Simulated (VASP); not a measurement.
# Ni3Ge (Pm-3m) in VASP: further runs

The runs below take Ni3Ge through single point, with LDA.

All numbers are computed with VASP 6.6.1; they aren't measurements. Logs are shortened: lines on timing, memory, paths and dates and some standing lists are left out, and cuts for length are marked.

## (1) The cell of the first run

Symmetry: Pm-3m, No. 221, cubic system. The conventional cell has a = 3.530 Å, b = 3.530 Å, c = 3.530 Å, α = 90.00°, β = 90.00°, γ = 90.00°. Ni (site symmetry 4/mmm) has 8 Ni at 2.50 Å and 4 Ge at 2.50 Å within 3.3 Å. Ge (site symmetry m-3m) has 12 Ni at 2.50 Å within 3.3 Å.

## (2) Single point, LDA, collinear spin, ferromagnetic start

INCAR reads:

```
SYSTEM = Ni3Ge
PREC     = Accurate       ! precision mode
ENCUT    = 520            ! plane-wave cutoff, eV
EDIFF    = 1E-6           ! SCF threshold, eV
ISMEAR   = -1             ! smearing method
SIGMA    = 0.05           ! smearing width, eV
LREAL    = .False.        ! projectors in reciprocal space
LASPH    = .True.         ! aspherical terms in the spheres
NELM     = 150            ! most SCF steps
ALGO     = Normal         ! electronic algorithm
ISIF     = 2              ! what is computed and relaxed
LWAVE    = .False.        ! write WAVECAR
LCHARG   = .False.        ! write CHGCAR
ISPIN    = 2              ! spin polarisation
MAGMOM   = 1.5 1.5 1.5 0  ! initial moments
LORBIT   = 11             ! projections on sites
LMAXMIX  = 4              ! l up to which the mixer works
NBANDS   = 34             ! bands
```

KPOINTS reads:

```
regular mesh
0
Gamma
  8 8 8
  0 0 0
```

POSCAR reads:

```
Ni3Ge
1.0
    3.5303341067      0.0000000000      0.0000000000
    0.0000000000      3.5303341067      0.0000000000
    0.0000000000      0.0000000000      3.5303341067
Ni Ge
3 1
Direct
    0.5000000000      0.0000000000      0.5000000000
    0.0000000000      0.5000000000      0.5000000000
    0.5000000000      0.5000000000      0.0000000000
    0.0000000000      0.0000000000      0.0000000000
```

Potentials or basis: VASP PAW LDA potentials, release 64 (Ni, Ge_d).

On the command line:

```sh
$ cat potpaw_LDA.64/Ni/POTCAR potpaw_LDA.64/Ge_d/POTCAR > POTCAR
$ mpirun -np 1 vasp_std > vasp.out
```

OUTCAR:

```text
SYSTEM = Ni3Ge
   PREC = Accurate
   ENCUT = 520
   EDIFF = 1E-6
   ISMEAR = -1
   LREAL = .False.
   LASPH = .True.
   NELM = 150
   ISIF = 2
   ISPIN = 2
   LORBIT = 11

 ion  position               nearest neighbor table
   1  0.500  0.000  0.500-   2 2.50   3 2.50   4 2.50   3 2.50   4 2.50   2 2.50   3 2.50   3 2.50
                             2 2.50   4 2.50   4 2.50   2 2.50
   2  0.000  0.500  0.500-   1 2.50   3 2.50   4 2.50   3 2.50   4 2.50   1 2.50   4 2.50   4 2.50
                             1 2.50   3 2.50   3 2.50   1 2.50
   3  0.500  0.500  0.000-   1 2.50   2 2.50   4 2.50   1 2.50   2 2.50   1 2.50   4 2.50   1 2.50
                             2 2.50   4 2.50   2 2.50   4 2.50
   4  0.000  0.000  0.000-   1 2.50   2 2.50   3 2.50   1 2.50   2 2.50   2 2.50   3 2.50   2 2.50
                             1 2.50   3 2.50   1 2.50   3 2.50

  LATTYP: Found a simple cubic cell.
 ALAT       =     3.5303341067

  Lattice vectors:

 A1 = (   3.5303341067,   0.0000000000,   0.0000000000)
 A2 = (   0.0000000000,   3.5303341067,   0.0000000000)
 A3 = (   0.0000000000,   0.0000000000,   3.5303341067)

Analysis of symmetry for initial positions (statically):
=====================================================================
 Subroutine PRICEL returns:
 Original cell was already a primitive cell.

 Routine SETGRP: Setting up the symmetry group for a
 simple cubic supercell.

 Subroutine GETGRP returns: Found 48 space group operations
 (whereof 48 operations were pure point group operations)
 out of a pool of 48 trial point group operations.

The static configuration has the point symmetry O_h .

Analysis of symmetry for dynamics (positions and initial velocities):
=====================================================================
 Subroutine PRICEL returns:
 Original cell was already a primitive cell.

 Routine SETGRP: Setting up the symmetry group for a
 simple cubic supercell.

 Subroutine GETGRP returns: Found 48 space group operations
 (whereof 48 operations were pure point group operations)
 out of a pool of 48 trial point group operations.

The dynamic configuration has the point symmetry O_h .

Analysis of structural, dynamic, and magnetic symmetry:
=====================================================================
 Subroutine PRICEL returns:
 Original cell was already a primitive cell.

 Routine SETGRP: Setting up the symmetry group for a
 simple cubic supercell.

 Subroutine GETGRP returns: Found 48 space group operations
 (whereof 48 operations were pure point group operations)
 out of a pool of 48 trial point group operations.

The overall configuration has the point symmetry O_h .

 Subroutine INISYM returns: Found 48 space group operations
 (whereof 48 operations are pure point group operations),
 and found     1 'primitive' translations

----------------------------------------------------------------------------------------

                                     Primitive cell

  volume of cell :      43.9995

  direct lattice vectors                    reciprocal lattice vectors
     3.530334107  0.000000000  0.000000000     0.283259309  0.000000000  0.000000000
     0.000000000  3.530334107  0.000000000     0.000000000  0.283259309  0.000000000
     0.000000000  0.000000000  3.530334107     0.000000000  0.000000000  0.283259309

  length of vectors
     3.530334107  3.530334107  3.530334107     0.283259309  0.283259309  0.283259309

  position of ions in fractional coordinates (direct lattice)
     0.500000000  0.000000000  0.500000000
     0.000000000  0.500000000  0.500000000
     0.500000000  0.500000000  0.000000000
     0.000000000  0.000000000  0.000000000

  ion indices of the primitive-cell ions
   primitive index   ion index
                 1           1
                 2           2
                 3           3
                 4           4

----------------------------------------------------------------------------------------

 KPOINTS: regular mesh

Automatic generation of k-mesh.
 Grid dimensions read from file:
 generate k-points for:    8    8    8

 Generating k-lattice:

  Cartesian coordinates                     Fractional coordinates (reciprocal lattice)
     0.035407414  0.000000000  0.000000000     0.125000000  0.000000000  0.000000000
     0.000000000  0.035407414  0.000000000     0.000000000  0.125000000  0.000000000
     0.000000000  0.000000000  0.035407414     0.000000000  0.000000000  0.125000000

  Length of vectors
     0.035407414  0.035407414  0.035407414

  Shift w.r.t. Gamma in fractional coordinates (k-lattice)
     0.000000000  0.000000000  0.000000000

 Subroutine IBZKPT returns following result:
 ===========================================

 Found     35 irreducible k-points:

 Following reciprocal coordinates:
            Coordinates               Weight
  0.000000  0.000000  0.000000      1.000000
  0.125000  0.000000  0.000000      6.000000
  0.250000  0.000000  0.000000      6.000000
  0.375000  0.000000  0.000000      6.000000
  0.500000  0.000000  0.000000      3.000000
  0.125000  0.125000  0.000000     12.000000
[... 16 lines left out ...]
  0.375000  0.375000  0.125000     24.000000
  0.500000  0.375000  0.125000     24.000000
 [... further k-points ...]
   k-points           NKPTS =     35   k-points in BZ     NKDIM =     35   number of bands    NBANDS=     34
   number of dos      NEDOS =    301   number of ions     NIONS =      4
   total plane-waves  NPLWV =  21952
   dimension x,y,z NGX =    28 NGY =   28 NGZ =   28
   dimension x,y,z NGXF=    56 NGYF=   56 NGZF=   56
   ions per type =               3   1
   NGX,Y,Z   is equivalent  to a cutoff of  13.19, 13.19, 13.19 a.u.
   NGXF,Y,Z  is equivalent  to a cutoff of  26.37, 26.37, 26.37 a.u.
 SYSTEM =  Ni3Ge
   PREC   = accura    normal or accurate (medium, high low for compatibility)
   ISTART =      0    job   : 0-new  1-cont  2-samecut
   ICHARG =      2    charge: 1-file 2-atom 10-const
   ISPIN  =      2    spin polarized calculation?
   LNONCOLLINEAR =      F non collinear calculations
   LSORBIT =      F    spin-orbit coupling
   LASPH  =      T    aspherical Exc in radial PAW
   ENCUT  =  520.0 eV  38.22 Ry    6.18 a.u.   6.56  6.56  6.56*2*pi/ulx,y,z
   NELM   =    150;   NELMIN=  2; NELMDL= -5     # of ELM steps
   EDIFF  = 0.1E-05   stopping-criterion for ELM
   LREAL  =      F    real-space projection
   EDIFFG = 0.1E-04   stopping-criterion for IOM
   NSW    =      0    number of steps for IOM
   IBRION =     -1    ionic relax: 0-MD 1-quasi-New 2-CG
   NFREE  =      0    steps in history (QN), initial steepest desc. (CG)
   ISIF   =      2    stress and relaxation
   ISYM   =      2    0-nonsym 1-usesym 2-fastsym
   POTIM  = 0.5000    time-step for ionic-motion
   TEBEG  =    0.0;   TEEND  =   0.0 temperature during run
   PSTRESS=    0.0 pullay stress
   NELECT =      44.0000    total number of electrons
   NUPDOWN=      -1.0000    fix difference up-down
   EMIN   =  10.00;   EMAX   =-10.00  energy-range for DOS
   EFERMI =   0.00;   METHOD = LEGACY
   ISMEAR =    -1;   SIGMA  =   0.05  broadening in eV -4-tet -1-fermi 0-gaus
   EFERMI_NEDOS =   21; number of points for ismear=-14 and -15
   IALGO  =     38    algorithm
   IMIX   =      4    mixing-type and parameters
     AMIX     =   0.40;   BMIX     =  1.00
     AMIX_MAG =   1.60;   BMIX_MAG =  1.00
  volume/ion in A,a.u.               =      11.00        74.23
  Fermi-wavevector in a.u.,A,eV,Ry     =   1.637105  3.093680 36.465156  2.680113
  Thomas-Fermi vector in A             =   2.728300
   LORBIT       =     11    0 simple, 1 ext, 2 COOP (PROOUT), +10 PAW based schemes
   GGA     = CA    functional components
   LHFCALC =     F    Hartree Fock is set to
   AEXX    =    0.0000 exact exchange contribution
   IVDW    =     0    specifies the selected vdW correction
   LEPSILON=     F    determine dielectric tensor
   LRPA    =     F    only Hartree local field effects (RPA)
 spin polarized calculation
  energy-cutoff  :      520.00
  volume of cell :       44.00
 maximum number of plane-waves:      1213
 NGX is ok and might be reduce to    28
   NGX = 13   NGY = 13   NGZ = 13

 number of electron      43.9999972 magnetization      -0.0002014

 number of electron      43.9999972 magnetization       0.0003215

 Free energy of the ion-electron system (eV)
  ---------------------------------------------------
  ext. energy  EPLUGINS =         0.00000000
  ---------------------------------------------------
  free energy    TOTEN  =       -26.37027592 eV

  energy without entropy =      -26.35307311  energy(sigma->0) =      -26.36167451

 E-fermi :  10.0655     XC(G=0): -13.8229

 val. band max:        9.9945312623   @ k =   0.1250   0.1250   0.0000
 cond. band min:      10.0789237049   @ k =   0.5000   0.3750   0.3750
 fundamental gap:      0.0843924427
 Fermi energy:        10.0655098481

 spin component 1

 k-point     1 :       0.0000    0.0000    0.0000
  band No.  band energies     occupation
      1     -14.6704      1.00000
      2     -14.6704      1.00000
      3     -14.6564      1.00000
      4     -14.6564      1.00000
      5     -14.6564      1.00000
      6      -2.4456      1.00000
[... 877 lines left out ...]
     33      25.2820      0.00000
     34      27.2953      0.00000

 [... further k-points ...]

 spin component 2

 k-point     1 :       0.0000    0.0000    0.0000
  band No.  band energies     occupation
      1     -14.6704      1.00000
      2     -14.6704      1.00000
      3     -14.6563      1.00000
      4     -14.6563      1.00000
      5     -14.6563      1.00000
      6      -2.4456      1.00000
[... 877 lines left out ...]
     33      25.2820      0.00000
     34      27.2953      0.00000

 [... further k-points ...]

------------------------ aborting loop because EDIFF is reached ----------------------------------------

  FORCE on cell =-STRESS in cart. coord.  units (eV):
  Direction    XX          YY          ZZ          XY          YZ          ZX
  --------------------------------------------------------------------------------------
  -------------------------------------------------------------------------------------
  Total       -1.9766793     -1.9766793     -1.9766793      0.0000000     -0.0000000      0.0000000
  in kB      -71.9779332    -71.9779332    -71.9779332      0.0000000     -0.0000000      0.0000000
  external PRESSURE =     -71.9779332 kB  Pullay stress =       0.0000000 kB

 VOLUME and BASIS-vectors are now :
 -----------------------------------------------------------------------------
  energy-cutoff  :      520.00
  volume of cell :       44.00
      direct lattice vectors                 reciprocal lattice vectors
     3.530334107  0.000000000  0.000000000     0.283259309  0.000000000  0.000000000
     0.000000000  3.530334107  0.000000000     0.000000000  0.283259309  0.000000000
     0.000000000  0.000000000  3.530334107     0.000000000  0.000000000  0.283259309

 POSITION                                       TOTAL-FORCE (eV/Angst)
 -----------------------------------------------------------------------------------
      1.76517      0.00000      1.76517         0.000000      0.000000      0.000000
      0.00000      1.76517      1.76517         0.000000      0.000000      0.000000
      1.76517      1.76517      0.00000         0.000000      0.000000      0.000000
      0.00000      0.00000      0.00000         0.000000      0.000000      0.000000
 -----------------------------------------------------------------------------------
    total drift:                                0.000000      0.000000      0.000000

  FREE ENERGIE OF THE ION-ELECTRON SYSTEM (eV)
  ---------------------------------------------------
  free  energy   TOTEN  =       -26.3702759210 eV

  energy  without entropy=      -26.3530731068  energy(sigma->0) =      -26.36167451

 total charge

# of ion       s       p       d       tot
------------------------------------------
    1        0.476   0.541   8.446   9.463
    2        0.476   0.541   8.446   9.463
    3        0.476   0.541   8.446   9.463
    4        1.102   1.242  10.142  12.486
--------------------------------------------------
tot          2.530   2.865  35.479  40.874

 magnetization (x)

# of ion       s       p       d       tot
------------------------------------------
    1       -0.000  -0.000   0.000   0.000
    2       -0.000  -0.000   0.000   0.000
    3       -0.000  -0.000   0.000   0.000
    4        0.000  -0.000  -0.000  -0.000
--------------------------------------------------
tot          0.000  -0.000   0.000   0.000
```

Wall time 57 s (1 thread of Intel Xeon 6975P-C (Granite Rapids), shared host); peak memory 0.2 GiB.

What came out:

```yaml
Free_energy: -26.3703 eV
Pressure: -7.2 GPa
Band_gap_on_the_k_mesh: zero (filled and empty bands overlap)
Net_moment: 0.00 μB per cell
Valence_electrons_inside_the_program's_atomic_spheres: Ni 9.46; Ge 12.49
```

Caveat: the cell stands under tension.

## (3) Single point, LDA, collinear spin, ferromagnetic start

INCAR reads:

```
ALGO = Normal
EDIFF = 1E-6
ENCUT = 520
ISIF = 2
ISMEAR = -1
ISPIN = 2
LASPH = True
LCHARG = True
LELF = True
LMAXMIX = 4
LORBIT = 11
LREAL = False
LVHAR = True
LWAVE = False
MAGMOM = 1.5 1.5 1.5 0
NBANDS = 34
NELM = 150
PREC = Accurate
SIGMA = 0.05
```

KPOINTS reads:

```
k-points
0
Gamma
  8 8 8
```

POSCAR is that of step 2.

Potentials or basis: VASP PAW LDA potentials, release 64 (Ni, Ge_d).

On the command line:

```sh
$ cat potpaw_LDA.64/Ni/POTCAR potpaw_LDA.64/Ge_d/POTCAR > POTCAR
$ mpirun -np 1 vasp_std > vasp.out
```

Wall time 43 s (1 thread of Intel Xeon 6975P-C (Granite Rapids), shared host); peak memory 0.2 GiB.

Results (log left out):

```yaml
Free_energy: -26.3703 eV
Pressure: -7.2 GPa
Band_gap_on_the_k_mesh: zero (filled and empty bands overlap)
Net_moment: 0.00 μB per cell
Valence_electrons_inside_the_program's_atomic_spheres: Ni 9.46; Ge 12.49
```

Levels at points of the mesh, in eV from the Fermi level:
Spin up:
```
           k point  band 18  band 19  band 20  band 21  band 22  band 23  band 24  band 25  band 26  band 27
(0.00, 0.00, 0.00)    -0.92    -0.58    -0.58    -0.29     0.02     0.02     0.02     3.92     6.96     6.96
(0.50, 0.00, 0.00)    -1.31    -1.24    -1.14    -0.53     0.02     3.63     3.63     4.63     5.83     5.83
(0.50, 0.50, 0.00)    -1.40    -1.19    -1.12    -0.95    -0.95     0.64     0.64     5.71     6.49     8.73
(0.50, 0.50, 0.50)    -1.33    -1.17    -1.17    -0.44    -0.21    -0.21    -0.21     0.66     4.24     4.24
```
Spin down:
| k point | band 19 | band 20 | band 21 | band 22 | band 23 | band 24 | band 25 | band 26 |
| --- | --- | --- | --- | --- | --- | --- | --- | --- |
| (0.00, 0.00, 0.00) | -0.58 | -0.58 | -0.29 | 0.02 | 0.02 | 0.02 | 3.92 | 6.96 |
| (0.50, 0.00, 0.00) | -1.24 | -1.14 | -0.53 | 0.02 | 3.63 | 3.63 | 4.63 | 5.83 |
| (0.50, 0.50, 0.00) | -1.19 | -1.12 | -0.95 | -0.95 | 0.64 | 0.64 | 5.71 | 6.49 |
| (0.50, 0.50, 0.50) | -1.17 | -1.17 | -0.44 | -0.21 | -0.21 | -0.21 | 0.66 | 4.24 |

Caveat: the cell stands under tension.

## (4) Single point, LDA, collinear spin

INCAR reads:

```
PREC = Accurate
ENCUT = 520
EDIFF = 1E-7
ISMEAR = -1
SIGMA = 0.05
LREAL = F
LASPH = T
NELM = 150
ALGO = Normal
ISIF = 2
LWAVE = F
LCHARG = T
ISPIN = 2
MAGMOM = 0.05 0.05 0.05 0
LORBIT = 11
NUPDOWN = 0.15
LMAXMIX = 4
GGA = CA
LELF = T
LVHAR = T
NBANDS = 34
```

KPOINTS reads:

```
Automatic mesh
0
Gamma
  8 8 8
```

POSCAR is that of step 3.

On the command line:

```sh
$ cat potpaw_LDA.64/Ni/POTCAR potpaw_LDA.64/Ge_d/POTCAR > POTCAR
$ mpirun -np 1 vasp_std > vasp.out
```

It took 42 s on 1 thread of Intel Xeon 6975P-C (Granite Rapids), shared host; peak memory 0.2 GiB.

It converged, with:

```
Free energy                                           : -26.3670 eV
Pressure                                              : -7.2 GPa
Net moment                                            : 0.15 μB per cell
Site moments                                          : Ni +0.05; Ge -0.00 μB
Valence electrons inside the program's atomic spheres : Ni 9.46; Ge 12.49
```

Caveat: the cell stands under tension; the total moment is fixed, so each spin has its own Fermi level.

## (5) Single point, LDA, collinear spin

INCAR reads:

```
SYSTEM = Ni3Ge
PREC = Accurate
ENCUT = 520
EDIFF = 1E-6
ISMEAR = -1
SIGMA = 0.05
LREAL = .FALSE.
LASPH = .TRUE.
NELM = 150
ALGO = Normal
ISIF = 2
LWAVE = .FALSE.
LCHARG = .FALSE.
ISPIN = 2
MAGMOM = 0.15 0.15 0.15 0
LORBIT = 11
NUPDOWN = 0.45
LMAXMIX = 4
GGA = CA
NBANDS = 34
```

KPOINTS reads:

```
Automatic mesh
0
G
  8 8 8
  0 0 0
```

POSCAR is that of step 4.

On the command line:

```sh
$ cat potpaw_LDA.64/Ni/POTCAR potpaw_LDA.64/Ge_d/POTCAR > POTCAR
$ mpirun -np 1 vasp_std > vasp.out
```

Run time: 43 s. Hardware: 1 thread of Intel Xeon 6975P-C (Granite Rapids), shared host; peak memory 0.19 GiB.

Results (log left out):

* Free energy: -26.3284 eV
* Pressure: -7.0 GPa
* Net moment: 0.45 μB per cell
* Site moments: Ni +0.15; Ge -0.00 μB
* Valence electrons inside the program's atomic spheres: Ni 9.46; Ge 12.49

Caveat: the cell stands under tension; the total moment is fixed, so each spin has its own Fermi level.

(Part 1 of 2 ends here.)
